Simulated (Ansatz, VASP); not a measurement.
## CuO in VASP and in Ansatz

```xyz
4
Lattice="2.3755 -1.7359 0.0000 2.3755 1.7359 0.0000 -0.8719 0.0000 5.1260" Properties=species:S:1:pos:R:3 pbc="T T T"
Cu    0.7518   -0.8569    2.5630
Cu    1.1878    0.8569    0.0000
O     1.6637    0.2878    3.8635
O     2.0997   -0.2878    1.3005
```

Alike in both runs: task single point; functional r2SCAN; k mesh 10 × 10 × 5; occupations fermi-dirac, width 0.05 eV; no spin polarisation.

```csv
,VASP,Ansatz
version,VASP 6.6.1,Ansatz 0.2.0
potentials or method,"VASP PAW PBE potentials, release 64 (Cu, O)",Ansatz PAW
plane-wave cutoff (eV),520,500
valence electrons in the cell,34,50
```

Ansatz gave:

- gap on the k mesh at the Fermi level (eV): none
- pressure (GPa): -7.8
- traceless stress, the component that is largest in VASP (GPa): 3.02
- rms of the force components (eV/Å): 0.387

Which values does VASP return?

gap on the k mesh at the Fermi level (eV): none; pressure (GPa): -6.9; traceless stress, the component that is largest in VASP (GPa): 2.69; rms of the force components (eV/Å): 0.393.

VASP's potentials were made for PBE, not for r2SCAN. Atom by atom the forces differ by 0.023 eV/Å (rms over components). A gap of «none» marks a metal or a gap that the smearing closes. VASP's potentials hold 34 valence electrons a cell and Ansatz's 50, so a difference there can come from the potentials and not from the codes.
